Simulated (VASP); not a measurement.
Wanted: the native input for a VASP 6.6.1 run.

- Task: single point
- Functional: PBEsol
- Potentials or basis: VASP PAW PBE potentials, release 64 (Al, N)
- Cutoff: 600 eV
- k mesh: 8 × 8 × 8
- Occupations: fermi-dirac, width 0.02 eV
- Spin: no spin polarisation
- Dipole correction: no
- Further INCAR settings: ALGO = Normal; EDIFF = 1e-06; NBANDS = 11

The structure of AlN lies in POSCAR:

```
AlN
1.0
    0.0393800000      1.9886900000      1.9886900000
    1.9886900000      0.0393800000      1.9886900000
    1.9886900000      1.9886900000      0.0393800000
Al N
1 1
Direct
    0.0000000000      0.0000000000      0.0000000000
    0.5000000000      0.5000000000      0.5000000000
```

One way to write it, as run:

INCAR

```
PREC = Accurate
ENCUT = 600
EDIFF = 1E-6
ISMEAR = -1
SIGMA = 0.02
LREAL = F
LASPH = T
NELM = 120
ALGO = Normal
ISIF = 2
LWAVE = F
LCHARG = F
GGA = PS
NBANDS = 11
GGA_COMPAT = F
```

KPOINTS

```
Automatic mesh
0
Gamma
  8 8 8
```

Potentials or basis: VASP PAW PBE potentials, release 64 (Al, N).

Run with:

```sh
$ cat potpaw_PBE.64/Al/POTCAR potpaw_PBE.64/N/POTCAR > POTCAR
$ mpirun -np 1 vasp_std > vasp.out
```

It gave:

```yaml
Pressure: 24.8 GPa
Band_gap_on_the_k_mesh: 4.63 eV, indirect (least direct gap 6.64 eV)
```

Caveat: the PAW data sets were made with another functional, which shifts forces and pressure a little.

Wall time 8 s on 1 thread of Intel Xeon 6975P-C, with other jobs on the host, peak memory 0.14 GiB.
